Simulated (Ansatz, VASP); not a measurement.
## One calculation of GaBiSe4, two programs

```
CELL_PARAMETERS angstrom
0.00000 4.44829 4.44829
4.44829 0.00000 4.44829
4.44829 4.44829 0.00000
ATOMIC_POSITIONS crystal
Ga 0.00000 0.00000 0.00000
Bi 0.75000 0.75000 0.75000
Se 0.87484 0.37505 0.37505
Se 0.37505 0.37505 0.37505
Se 0.37505 0.87484 0.37505
Se 0.37505 0.37505 0.87484
```

Change from the starting cell: species swapped into the LaErAl4 type (F-43m, No. 216).

Alike in both runs: task relaxation of cell and atoms; functional PBE; k mesh 4 × 4 × 4; occupations gaussian, width 0.1 eV; no spin polarisation.

|  | VASP | Ansatz |
| --- | --- | --- |
| version | VASP 6.6.1 | Ansatz 0.2.0 |
| potentials or method | VASP PAW PBE potentials, release 64 (Ga_d, Bi_d, Se), cutoff 600 eV | scalar-relativistic, plane waves, PAW |
| valence electrons in the cell | 52 | 92 |

```csv
,VASP,Ansatz,Ansatz less VASP
"gap on the k mesh at the Fermi level, each at its own relaxed structure (eV)",none,none,-
relaxed volume (Å³/atom),24.39,24.54,+0.150
relaxed cell length with the largest relative difference (Å),5.915,5.927,+0.0121
```

A gap of «none» marks a metal or a gap that the smearing closes. VASP's potentials hold 52 valence electrons a cell and Ansatz's 92, so a difference there can come from the potentials and not from the codes.

Spin-orbit coupling is off throughout. Noted on VASP's run: the volume moved by over 15 % at a fixed basis, so the end points are rough.
